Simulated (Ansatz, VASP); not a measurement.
Two plane-wave programs on Os

The input INCAR:

```
SYSTEM = Os
PREC = Accurate ; ENCUT = 600
EDIFF = 1E-7 ; ISMEAR = 0
SIGMA = 0.1 ; LREAL = .False.
LASPH = .True. ; NELM = 120
ALGO = Normal ; ISIF = 3
LWAVE = .False. ; LCHARG = .False.
GGA = PE ; IBRION = 2
NSW = 100 ; EDIFFG = -0.002
GGA_COMPAT = .False. ; NELMIN = 4
```

The input KPOINTS:

```
Automatic mesh
0
Gamma
  18 18 10
  0 0 0
```

Contents of POSCAR:

```
Os
1.0
    2.7507148815      0.0000000000      0.0000000000
   -1.3753574408      2.3821889660      0.0000000000
    0.0000000000      0.0000000000      4.3544298552
Os
2
Direct
    0.3333333333      0.6666666667      0.2500000000
    0.6666666667      0.3333333333      0.7500000000
```

Input for Ansatz:

```yaml
crystal:
  lattice:
    - [2.7507148815, 0.0, 0.0]
    - [-1.3753574408, 2.382188966, 0.0]
    - [0.0, 0.0, 4.3544298552]
  atoms:
    - { symbol: Os, position: [0.3333333333, 0.6666666667, 0.25] }
    - { symbol: Os, position: [0.6666666667, 0.3333333333, 0.75] }
basis:
  ecutwfc: 600.0
kpoints:
  mp_grid: { grid: [18, 18, 10] }
hamiltonian:
  xc: pbe
scf:
  occupations: { method: gaussian, width: 0.1 }
output:
  forces: true
  stress: true
  eigenvalues: true
relax:
  adjacent_minimum: "off"
  f_tol: 0.002
  max_steps: 80
  cell: { stress_tol: 0.02 }
```

Alike in both runs: task relaxation of cell and atoms; functional PBE; k mesh 18 × 18 × 10; occupations gaussian, width 0.1 eV; no spin polarisation.

|  | VASP | Ansatz |
| --- | --- | --- |
| version | VASP 6.6.1 | Ansatz 0.2.0 |
| potentials or method | VASP PAW PBE potentials, release 64 (Os), cutoff 600 eV | scalar-relativistic, plane waves, PAW |
| valence electrons in the cell | 16 | 32 |

```tsv
	VASP	Ansatz	Ansatz less VASP
gap on the k mesh at the Fermi level, each at its own relaxed structure (eV)	none	none	-
relaxed volume (Å³/atom)	14.28	14.27	-0.001
relaxed cell length with the largest relative difference (Å)	4.350	4.351	+0.0004
```

A gap of «none» marks a metal or a gap that the smearing closes. VASP's potentials hold 16 valence electrons a cell and Ansatz's 32, so a difference there can come from the potentials and not from the codes.

Spin-orbit coupling is off throughout.
